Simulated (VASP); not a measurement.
Wanted: the native input for a VASP 6.6.1 run.

| Property | Result |
| --- | --- |
| Task | single point |
| Functional | PBEsol |
| Potentials or basis | VASP PAW PBE potentials, release 64 (Ba_sv) |
| Cutoff | 520 eV |
| k mesh | 14 × 14 × 14 |
| Occupations | gaussian, width 0.15 eV |
| Spin | no spin polarisation |
| Dipole correction | no |
| Further INCAR settings | ALGO = Fast; EDIFF = 1e-07; NBANDS = 11 |

The structure of Ba lies in POSCAR:

```
Ba
1.0
   -2.5000000000      2.5000000000      2.3750000000
    2.5000000000     -2.5000000000      2.3750000000
    2.5000000000      2.5000000000     -2.3750000000
Ba
1
Direct
    0.0000000000      0.0000000000      0.0000000000
```

This cell differs from its parent crystal: strain +0.000 along x and y, -0.050 along z.

One way to write it, as run:

INCAR

```
  PREC = Accurate
  ENCUT = 520
  EDIFF = 1E-7
  ISMEAR = 0
  SIGMA = 0.15
  LREAL = False
  LASPH = True
  NELM = 100
  ALGO = Fast
  ISIF = 2
  LWAVE = False
  LCHARG = False
  GGA = PS
  NBANDS = 11
```

KPOINTS

```
Automatic mesh
0
Gamma
  14 14 14
```

Potentials or basis: VASP PAW PBE potentials, release 64 (Ba_sv).

Run with:

```console
$ cat potpaw_PBE.64/Ba_sv/POTCAR > POTCAR
$ mpirun -np 1 vasp_std > vasp.out
```

It gave:

```yaml
Pressure: -0.1 GPa
Band_gap_on_the_k_mesh: zero (bands 5 and 6 overlap by 1.07 eV)
```

Caveat: the cell differs from its parent crystal (strain +0.000 along x and y, -0.050 along z); the PAW data sets were made with another functional, which shifts forces and pressure a little; spin-orbit coupling is left out, which moves the levels of the heavy elements.

Run time: 71 s on 1 thread of Intel(R) Xeon(R) Platinum 8259CL CPU @ 2.50GHz (Skylake/Cascade Lake) (shared host), peak memory 0.29 GiB.
